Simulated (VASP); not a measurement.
Here is a VASP 6.6.1 calculation.

The input INCAR:

```
ALGO     = Normal         # electronic algorithm
EDIFF    = 1E-6           # SCF threshold, eV
ENCUT    = 520            # plane-wave cutoff, eV
GGA      = PE             # functional
ISIF     = 2              # what is computed and relaxed
ISMEAR   = 0              # smearing method
LASPH    = True           # aspherical terms in the spheres
LCHARG   = True           # write CHGCAR
LELF     = True           # ELF
LREAL    = False          # projectors in reciprocal space
LVHAR    = True         
LWAVE    = False          # write WAVECAR
NBANDS   = 52             # bands
NELM     = 100            # most SCF steps
PREC     = Accurate       # precision mode
SIGMA    = 0.2            # smearing width, eV
```

The input KPOINTS:

```
k-points
0
Gamma
  4 4 2
```

The input POSCAR:

```
Hf2Ti2Ge3
1.0
    4.4045191341      0.0000000030      0.0000000000
   -2.2022595697      3.8144254601      0.0000000000
    0.0000000000      0.0000000000      8.7897681711
Hf Ti Ge
2 2 3
Direct
    0.0000000000      0.0000000000      0.1778989199
    0.0000000000      0.0000000000      0.8221010801
    0.3333333333      0.6666666667      0.6014443916
    0.6666666667      0.3333333333      0.3985556084
    0.0000000000      0.0000000000      0.5000000000
    0.3333333333      0.6666666667      0.2610356263
    0.6666666667      0.3333333333      0.7389643737
```

Potentials or basis: VASP PAW PBE potentials, release 64 (Hf_pv, Ti_sv, Ge_d).

Launch:

```console
$ cat potpaw_PBE.64/Hf_pv/POTCAR potpaw_PBE.64/Ti_sv/POTCAR potpaw_PBE.64/Ge_d/POTCAR > POTCAR
$ mpirun -np 1 vasp_std > vasp.out
```

Problem. Estimate the pressure.

Solution. -0.4 GPa.

Problem. Estimate the band gap on the k mesh.

Solution. Zero (band 43 reaches 5.87 eV, above the bottom of band 44 at 5.60 eV).

Problem. Predict the largest force.

Solution. 0.098 eV/Å.

Forces on the atoms (eV/Å):
```
Hf   0.000  0.000  0.098
Hf   0.000  0.000 -0.098
Ti   0.000  0.000  0.066
Ti   0.000  0.000 -0.066
Ge   0.000  0.000  0.000
Ge   0.000  0.000  0.058
Ge   0.000  0.000 -0.058
```

Caveat: the k points lie up to 0.41 Å⁻¹ apart; spin-orbit coupling is left out, which moves the levels of the heavy elements.
